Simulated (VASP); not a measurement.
# Sc2Al (P6_3/mmc) in VASP: notebook

The runs below take Sc2Al through single point, with PBEsol.

Program: VASP 6.6.1. These are calculated values, not measurements. Logs are shortened: lines on timing, memory, paths and dates and some standing lists are left out, and cuts for length are marked.

**1. The cell of the first run**

Symmetry: P6_3/mmc, No. 194, hexagonal system. The conventional cell has a = 4.608 Å, b = 4.608 Å, c = 6.390 Å, α = 90.00°, β = 90.00°, γ = 120.00°. Within 4.1 Å of Sc (site symmetry -3m) lie 8 Sc at 3.10 to 3.19 Å and 6 Al at 3.10 Å. Sc (site symmetry -6m2) has 5 Al at 2.66 to 3.19 Å and 6 Sc at 3.10 Å within 3.5 Å. Within 3.5 Å of Al (site symmetry -6m2) lie 11 Sc at 2.66 to 3.19 Å.

**2. Single point, PBEsol (strain -0.050 along x and y, +0.050 along z)**

Input file INCAR:

```
  ALGO = Fast
  EDIFF = 1E-6
  ENCUT = 520
  GGA = PS
  ISIF = 2
  ISMEAR = 0
  LASPH = True
  LCHARG = False
  LREAL = False
  LWAVE = False
  NBANDS = 34
  NELM = 100
  PREC = Accurate
  SIGMA = 0.15
```

Input file KPOINTS:

```
k-points
0
Gamma
  12 12 8
```

Input file POSCAR:

```
Sc2Al
1.0
    4.6083540236      0.0000000000      0.0000000000
   -2.3041770118      3.9909516541      0.0000000000
    0.0000000000      0.0000000000      6.3897238862
Sc Al
4 2
Direct
    0.0000000000      0.0000000000      0.0000000000
    0.0000000000      0.0000000000      0.5000000000
    0.3333333333      0.6666666667      0.7500000000
    0.6666666667      0.3333333333      0.2500000000
    0.3333333333      0.6666666667      0.2500000000
    0.6666666667      0.3333333333      0.7500000000
```

Potentials or basis: VASP PAW PBE potentials, release 64 (Sc_sv, Al).

Started as:

```bash
cat potpaw_PBE.64/Sc_sv/POTCAR potpaw_PBE.64/Al/POTCAR > POTCAR
mpirun -np 1 vasp_std > vasp.out
```

OUTCAR:

```text
EDIFF = 1E-6
   ENCUT = 520
   GGA = PS
   ISIF = 2
   ISMEAR = 0
   LASPH = True
   LREAL = False
   NELM = 100
   PREC = Accurate

 ion  position               nearest neighbor table
   1  0.000  0.000  0.000-   3 3.10   4 3.10   5 3.10   6 3.10   4 3.10   6 3.10   3 3.10   5 3.10
                             4 3.10   6 3.10   3 3.10   5 3.10   2 3.19   2 3.19
   2  0.000  0.000  0.500-   3 3.10   4 3.10   5 3.10   6 3.10   4 3.10   6 3.10   3 3.10   5 3.10
                             4 3.10   6 3.10   3 3.10   5 3.10   1 3.19   1 3.19
   3  0.333  0.667  0.750-   6 2.66   6 2.66   6 2.66   1 3.10   2 3.10   2 3.10   1 3.10   2 3.10
                             1 3.10   5 3.19   5 3.19
   4  0.667  0.333  0.250-   5 2.66   5 2.66   5 2.66   1 3.10   2 3.10   1 3.10   2 3.10   1 3.10
                             2 3.10   6 3.19   6 3.19
   5  0.333  0.667  0.250-   4 2.66   4 2.66   4 2.66   1 3.10   2 3.10   2 3.10   1 3.10   2 3.10
                             1 3.10   3 3.19   3 3.19
   6  0.667  0.333  0.750-   3 2.66   3 2.66   3 2.66   1 3.10   2 3.10   1 3.10   2 3.10   1 3.10
                             2 3.10   4 3.19   4 3.19

  LATTYP: Found a hexagonal cell.
 ALAT       =     4.6083540236
 C/A-ratio  =     1.3865523034

  Lattice vectors:

 A1 = (   4.6083540236,   0.0000000000,   0.0000000000)
 A2 = (  -2.3041770118,   3.9909516541,   0.0000000000)
 A3 = (   0.0000000000,   0.0000000000,   6.3897238862)

Analysis of symmetry for initial positions (statically):
=====================================================================
 Subroutine PRICEL returns:
 Original cell was already a primitive cell.

 Routine SETGRP: Setting up the symmetry group for a
 hexagonal supercell.

 Subroutine GETGRP returns: Found 24 space group operations
 (whereof 12 operations were pure point group operations)
 out of a pool of 24 trial point group operations.

The static configuration has the point symmetry D_3d.
 The point group associated with its full space group is D_6h.

Analysis of symmetry for dynamics (positions and initial velocities):
=====================================================================
 Subroutine PRICEL returns:
 Original cell was already a primitive cell.

 Routine SETGRP: Setting up the symmetry group for a
 hexagonal supercell.

 Subroutine GETGRP returns: Found 24 space group operations
 (whereof 12 operations were pure point group operations)
 out of a pool of 24 trial point group operations.

The dynamic configuration has the point symmetry D_3d.
 The point group associated with its full space group is D_6h.

 Subroutine INISYM returns: Found 24 space group operations
 (whereof 12 operations are pure point group operations),
 and found     1 'primitive' translations

----------------------------------------------------------------------------------------

                                     Primitive cell

  volume of cell :     117.5180

  direct lattice vectors                    reciprocal lattice vectors
     4.608354024  0.000000000  0.000000000     0.216997217  0.125283402  0.000000000
    -2.304177012  3.990951654  0.000000000     0.000000000  0.250566804  0.000000000
     0.000000000  0.000000000  6.389723886     0.000000000  0.000000000  0.156501285

  length of vectors
     4.608354024  4.608354024  6.389723886     0.250566804  0.250566804  0.156501285

  position of ions in fractional coordinates (direct lattice)
     0.000000000  0.000000000  0.000000000
     0.000000000  0.000000000  0.500000000
     0.333333333  0.666666667  0.750000000
     0.666666667  0.333333333  0.250000000
     0.333333333  0.666666667  0.250000000
     0.666666667  0.333333333  0.750000000

  ion indices of the primitive-cell ions
   primitive index   ion index
                 1           1
                 2           2
                 3           3
                 4           4
                 5           5
                 6           6

----------------------------------------------------------------------------------------

 KPOINTS: k-points

Automatic generation of k-mesh.
 Grid dimensions read from file:
 generate k-points for:   12   12    8

 Generating k-lattice:

  Cartesian coordinates                     Fractional coordinates (reciprocal lattice)
     0.018083101  0.010440283  0.000000000     0.083333333  0.000000000  0.000000000
     0.000000000  0.020880567  0.000000000     0.000000000  0.083333333  0.000000000
     0.000000000  0.000000000  0.019562661     0.000000000  0.000000000  0.125000000

  Length of vectors
     0.020880567  0.020880567  0.019562661

  Shift w.r.t. Gamma in fractional coordinates (k-lattice)
     0.000000000  0.000000000  0.000000000

 Subroutine IBZKPT returns following result:
 ===========================================

 Found     95 irreducible k-points:

 Following reciprocal coordinates:
            Coordinates               Weight
  0.000000  0.000000  0.000000      1.000000
  0.083333  0.000000  0.000000      6.000000
  0.166667  0.000000  0.000000      6.000000
  0.250000  0.000000  0.000000      6.000000
  0.333333 -0.000000  0.000000      6.000000
  0.416667  0.000000  0.000000      6.000000
[... 16 lines left out ...]
  0.250000  0.000000  0.125000     12.000000
  0.333333 -0.000000  0.125000     12.000000
 [... further k-points ...]
   k-points           NKPTS =     95   k-points in BZ     NKDIM =     95   number of bands    NBANDS=     34
   number of dos      NEDOS =    301   number of ions     NIONS =      6
   total plane-waves  NPLWV =  62208
   dimension x,y,z NGX =    36 NGY =   36 NGZ =   48
   dimension x,y,z NGXF=    72 NGYF=   72 NGZF=   96
   ions per type =               4   2
   NGX,Y,Z   is equivalent  to a cutoff of  12.99, 12.99, 12.49 a.u.
   NGXF,Y,Z  is equivalent  to a cutoff of  25.97, 25.97, 24.98 a.u.
 SYSTEM =  unknown system
   PREC   = accura    normal or accurate (medium, high low for compatibility)
   ISTART =      0    job   : 0-new  1-cont  2-samecut
   ICHARG =      2    charge: 1-file 2-atom 10-const
   ISPIN  =      1    spin polarized calculation?
   LNONCOLLINEAR =      F non collinear calculations
   LSORBIT =      F    spin-orbit coupling
   LASPH  =      T    aspherical Exc in radial PAW
   ENCUT  =  520.0 eV  38.22 Ry    6.18 a.u.   8.57  8.57 11.88*2*pi/ulx,y,z
   NELM   =    100;   NELMIN=  2; NELMDL= -5     # of ELM steps
   EDIFF  = 0.1E-05   stopping-criterion for ELM
   LREAL  =      F    real-space projection
   EDIFFG = 0.1E-04   stopping-criterion for IOM
   NSW    =      0    number of steps for IOM
   IBRION =     -1    ionic relax: 0-MD 1-quasi-New 2-CG
   NFREE  =      0    steps in history (QN), initial steepest desc. (CG)
   ISIF   =      2    stress and relaxation
   ISYM   =      2    0-nonsym 1-usesym 2-fastsym
   POTIM  = 0.5000    time-step for ionic-motion
   TEBEG  =    0.0;   TEEND  =   0.0 temperature during run
   PSTRESS=    0.0 pullay stress
   NELECT =      50.0000    total number of electrons
   NUPDOWN=      -1.0000    fix difference up-down
   EMIN   =  10.00;   EMAX   =-10.00  energy-range for DOS
   EFERMI =   0.00;   METHOD = LEGACY
   ISMEAR =     0;   SIGMA  =   0.15  broadening in eV -4-tet -1-fermi 0-gaus
   EFERMI_NEDOS =   21; number of points for ismear=-14 and -15
   IALGO  =     68    algorithm
   IMIX   =      4    mixing-type and parameters
     AMIX     =   0.40;   BMIX     =  1.00
     AMIX_MAG =   1.60;   BMIX_MAG =  1.00
  volume/ion in A,a.u.               =      19.59       132.18
  Fermi-wavevector in a.u.,A,eV,Ry     =   1.231299  2.326817 20.627740  1.516096
  Thomas-Fermi vector in A             =   2.366114
   LORBIT       =      0    0 simple, 1 ext, 2 COOP (PROOUT), +10 PAW based schemes
   GGA     = PS    functional components
   LHFCALC =     F    Hartree Fock is set to
   AEXX    =    0.0000 exact exchange contribution
   IVDW    =     0    specifies the selected vdW correction
   LEPSILON=     F    determine dielectric tensor
   LRPA    =     F    only Hartree local field effects (RPA)
 non-spin polarized calculation
 RMM-DIIS sequential band-by-band and
 Gauss-broadening in eV      SIGMA  =   0.15
  energy-cutoff  :      520.00
  volume of cell :      117.52
 maximum number of plane-waves:      3210
 NGX is ok and might be reduce to    36
   NGX = 17   NGY = 17   NGZ = 23

 number of electron      50.0000004 magnetization

 Free energy of the ion-electron system (eV)
  ---------------------------------------------------
  ext. energy  EPLUGINS =         0.00000000
  ---------------------------------------------------
  free energy    TOTEN  =       -36.31074498 eV

  energy without entropy =      -36.22856390  energy(sigma->0) =      -36.26965444

 E-fermi :   5.3435     XC(G=0): -10.5188

 val. band max:        5.3380800230   @ k =   0.0833   0.0833   0.3750
 cond. band min:       5.3599750982   @ k =   0.0833   0.0833   0.2500
 fundamental gap:      0.0218950752
 Fermi energy:         5.3435070371

 k-point     1 :       0.0000    0.0000    0.0000
  band No.  band energies     occupation
      1     -43.7914      2.00000
      2     -43.7479      2.00000
      3     -43.5945      2.00000
      4     -43.5800      2.00000
      5     -22.6389      2.00000
      6     -22.6389      2.00000
[... 26 lines left out ...]
     33       7.9379      0.00000
     34       8.8694      0.00000

 k-point     2 :       0.0833    0.0000    0.0000
  band No.  band energies     occupation
      1     -43.7904      2.00000
      2     -43.7478      2.00000
      3     -43.5945      2.00000
      4     -43.5809      2.00000
      5     -22.6423      2.00000
      6     -22.6376      2.00000
[... 26 lines left out ...]
     33       7.9405      0.00000
     34       9.0336      0.00000

 k-point     3 :       0.1667    0.0000    0.0000
  band No.  band energies     occupation
      1     -43.7878      2.00000
      2     -43.7478      2.00000
      3     -43.5945      2.00000
      4     -43.5833      2.00000
      5     -22.6511      2.00000
      6     -22.6454      2.00000
[... 26 lines left out ...]
     33       7.9674      0.00000
     34       8.3086      0.00000
[... 704 lines left out ...]
 k-point    23 :       0.2500    0.0000    0.1250
  band No.  band energies     occupation
      1     -43.7828      2.00000
      2     -43.7492      2.00000
      3     -43.5942      2.00000
      4     -43.5869      2.00000
      5     -22.6634      2.00000
      6     -22.6585      2.00000
[... 26 lines left out ...]
     33       7.8450      0.00000
     34       8.0668      0.00000

 k-point    24 :       0.3333   -0.0000    0.1250
  band No.  band energies     occupation
      1     -43.7792      2.00000
      2     -43.7489      2.00000
      3     -43.5946      2.00000
      4     -43.5902      2.00000
      5     -22.6856      2.00000
      6     -22.6688      2.00000
[... 26 lines left out ...]
     33       7.4026      0.00000
     34       7.8558      0.00000

 [... further k-points ...]
[... 5 lines left out ...]
  --------------------------------------------------------------------------------------
  -------------------------------------------------------------------------------------
  Total        7.5992337      7.5992337     -2.4645488      0.0000000      0.0000000     -0.0000000
  in kB      103.6038723    103.6038723    -33.6003359      0.0000000      0.0000000     -0.0000000
  external PRESSURE =      57.8691362 kB  Pullay stress =       0.0000000 kB

 VOLUME and BASIS-vectors are now :
 -----------------------------------------------------------------------------
  energy-cutoff  :      520.00
  volume of cell :      117.52
      direct lattice vectors                 reciprocal lattice vectors
     4.608354024  0.000000000  0.000000000     0.216997217  0.125283402  0.000000000
    -2.304177012  3.990951654  0.000000000     0.000000000  0.250566804  0.000000000
     0.000000000  0.000000000  6.389723886     0.000000000  0.000000000  0.156501285

 POSITION                                       TOTAL-FORCE (eV/Angst)
 -----------------------------------------------------------------------------------
      0.00000      0.00000      0.00000         0.000000     -0.000000      0.000000
      0.00000      0.00000      3.19486         0.000000     -0.000000      0.000000
     -0.00000      2.66063      4.79229        -0.000000      0.000000      0.000000
      2.30418      1.33032      1.59743         0.000000     -0.000000      0.000000
     -0.00000      2.66063      1.59743         0.000000      0.000000      0.000000
      2.30418      1.33032      4.79229         0.000000     -0.000000      0.000000
 -----------------------------------------------------------------------------------
    total drift:                                0.000000     -0.000000      0.000000

  FREE ENERGIE OF THE ION-ELECTRON SYSTEM (eV)
  ---------------------------------------------------
  free  energy   TOTEN  =       -36.3107449765 eV

  energy  without entropy=      -36.2285638958  energy(sigma->0) =      -36.26965444
```

It took 8.9 min on 1 thread of Intel Xeon Platinum 8259CL at 2.50GHz (Skylake/Cascade Lake), shared host; peak memory 0.44 GiB.

Results:

```yaml
Free_energy: -36.3107 eV
Pressure: 5.8 GPa
Band_gap_on_the_k_mesh: zero (bands 25 and 26 overlap by 0.84 eV)
```

Stress tensor (GPa, compression positive):
```
10.36  0.00  0.00
 0.00 10.36  0.00
 0.00  0.00 -3.36
```

Levels at points of the mesh, in eV from the Fermi level:
```csv
k point,band 21,band 22,band 23,band 24,band 25,band 26,band 27,band 28,band 29,band 30
"(0.00, 0.00, 0.00)",-1.92,-0.78,-0.68,-0.68,-0.55,-0.55,0.15,0.15,2.12,2.13
"(0.50, 0.00, 0.00)",-1.49,-1.28,-1.10,-0.65,-0.48,0.27,0.51,1.10,1.15,1.19
"(0.00, 0.00, 0.50)",-1.55,-1.55,-1.44,-1.44,0.03,0.03,0.03,0.03,1.91,1.91
"(0.50, 0.00, 0.50)",-1.34,-1.34,-0.63,-0.63,0.15,0.15,0.48,0.48,1.21,1.21
```

Caveat: the cell differs from its parent crystal (strain -0.050 along x and y, +0.050 along z); the stress differs along the axes, from -3 to 10 GPa; the PAW data sets were made with another functional, which shifts forces and pressure a little.

**3. Single point, PBEsol (strain +0.000 along x and y, -0.050 along z)**

Input file INCAR:

```
ALGO = Fast
EDIFF = 1E-7
ENCUT = 520
GGA = PS
ISIF = 2
ISMEAR = 0
LASPH = True
LCHARG = True
LELF = True
LREAL = False
LVHAR = True
LWAVE = False
NBANDS = 34
NELM = 80
PREC = Accurate
SIGMA = 0.15
```

KPOINTS is that of step 2.

Changes to POSCAR since step 2:

```diff
@@ -2,5 +2,5 @@
 1.0
-    4.6083540236      0.0000000000      0.0000000000
-   -2.3041770118      3.9909516541      0.0000000000
-    0.0000000000      0.0000000000      6.3897238862
+    4.8508989722      0.0000000000      0.0000000000
+   -2.4254494861      4.2010017412      0.0000000000
+    0.0000000000      0.0000000000      5.7811787542
 Sc Al
```

Potentials or basis: VASP PAW PBE potentials, release 64 (Sc_sv, Al).

Started as:

```bash
cat potpaw_PBE.64/Sc_sv/POTCAR potpaw_PBE.64/Al/POTCAR > POTCAR
mpirun -np 1 vasp_std > vasp.out
```

Wall time 8.3 min (1 thread of Intel Xeon Platinum 8259CL at 2.50GHz (Skylake/Cascade Lake), shared host); peak memory 0.44 GiB.

The run converged. Its results:

```
Free energy            : -36.5916 eV
Pressure               : 4.1 GPa
Band gap on the k mesh : zero (bands 25 and 26 overlap by 0.83 eV)
```

Stress tensor (GPa, compression positive):
```
1.64 0.00 0.00
0.00 1.64 0.00
0.00 0.00 8.88
```

Levels at points of the mesh, in eV from the Fermi level:
```csv
k point,band 22,band 23,band 24,band 25,band 26,band 27,band 28,band 29
"(0.00, 0.00, 0.00)",-0.74,-0.64,-0.64,-0.38,-0.38,-0.13,-0.13,2.06
"(0.50, 0.00, 0.00)",-1.06,-0.91,-0.74,-0.73,0.23,0.34,0.68,1.36
"(0.00, 0.00, 0.50)",-1.58,-0.92,-0.92,0.14,0.14,0.14,0.14,1.65
"(0.50, 0.00, 0.50)",-1.04,-0.97,-0.97,0.27,0.27,0.55,0.55,1.28
```

Caveat: the cell differs from its parent crystal (strain +0.000 along x and y, -0.050 along z); the stress differs along the axes, from 2 to 9 GPa; the PAW data sets were made with another functional, which shifts forces and pressure a little.

The gap in the log of VASP goes by the Fermi energy; the results here count the filled bands.